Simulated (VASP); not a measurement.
Input of a VASP 6.6.1 run:

File INCAR:

```
PREC = Accurate ; ENCUT = 520
EDIFF = 1E-6 ; ISMEAR = -1
SIGMA = 0.05 ; LREAL = False
LASPH = True ; NELM = 60
ALGO = Normal ; ISIF = 2
LWAVE = False ; LCHARG = False
GGA = PE ; NBANDS = 15
```

File KPOINTS:

```
regular mesh
0
Gamma
  9 9 5
```

Contents of POSCAR:

```
Os
1.0
    2.7341000000      0.0000000000      0.0000000000
   -1.3670500000      2.3678000565      0.0000000000
    0.0000000000      0.0000000000      4.2333060000
Os
2
Direct
    0.6666666667      0.3333333333      0.7500000000
    0.3333333333      0.6666666667      0.2500000000
```

Potentials or basis: VASP PAW PBE potentials, release 64 (Os).

Command:

```sh
$ cat potpaw_PBE.64/Os/POTCAR > POTCAR
$ mpirun -np 1 vasp_std > vasp.out
```

**Question.** Predict the pressure.

**Answer.** 18.6 GPa.

**Question.** What does it give for the band gap on the k mesh?

**Answer.** Zero (band 8 reaches 11.88 eV, above the bottom of band 9 at 7.93 eV).

Stress tensor (GPa, compression positive):
```
13.38  0.00  0.00
 0.00 13.38  0.00
 0.00  0.00 29.15
```

Caveat: spin-orbit coupling is left out, which moves the levels of the heavy elements.
